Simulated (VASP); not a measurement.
Set up this calculation in VASP 6.6.1, as the native input.

```yaml
Task: single point
Functional: PBE
Potentials_or_basis: VASP PAW PBE potentials, release 64 (Si, O, Mg)
Cutoff: 520 eV
k_mesh: 6 × 6 × 6
Occupations: fermi-dirac, width 0.02 eV
Spin: no spin polarisation
Dipole_correction: no
Further_INCAR_settings: ALGO = Normal; EDIFF = 1e-06; NBANDS = 16
```

The structure of Mg3SiO lies in POSCAR:

```
Mg3SiO
1.0
    4.3034129436      0.0000000000      0.0000000000
    0.0000000000      4.3034129436      0.0000000000
    0.0000000000      0.0000000000      4.3034129436
Si O Mg
1 1 3
Direct
    0.0000000000      0.0000000000      0.0000000000
    0.5000000000      0.5000000000      0.5000000000
    0.5000000000      0.5000000000      0.0000000000
    0.5000000000      0.0000000000      0.5000000000
    0.0000000000      0.5000000000      0.5000000000
```

The input as run:

INCAR

```
SYSTEM = Mg3SiO
  PREC = Accurate
  ENCUT = 520
  EDIFF = 1E-6
  ISMEAR = -1
  SIGMA = 0.02
  LREAL = .FALSE.
  LASPH = .TRUE.
  NELM = 60
  ALGO = Normal
  ISIF = 2
  LWAVE = .FALSE.
  LCHARG = .TRUE.
  GGA = PE
  LELF = .TRUE.
  LVHAR = .TRUE.
  NBANDS = 16
```

KPOINTS

```
regular mesh
0
G
  6 6 6
  0 0 0
```

Potentials or basis: VASP PAW PBE potentials, release 64 (Si, O, Mg).

Run with:

```sh
$ cat potpaw_PBE.64/Si/POTCAR potpaw_PBE.64/O/POTCAR potpaw_PBE.64/Mg/POTCAR > POTCAR
$ mpirun -np 1 vasp_std > vasp.out
```

Results of the run:

```
Pressure               : -4.4 GPa
Band gap on the k mesh : zero (bands 8 and 9 overlap by 0.02 eV)
```

Caveat: the cell stands under tension.

Wall time 16 s on 1 thread of Intel(R) Xeon(R) Platinum 8488C (Sapphire Rapids), with other jobs on the host, peak memory 0.18 GiB.
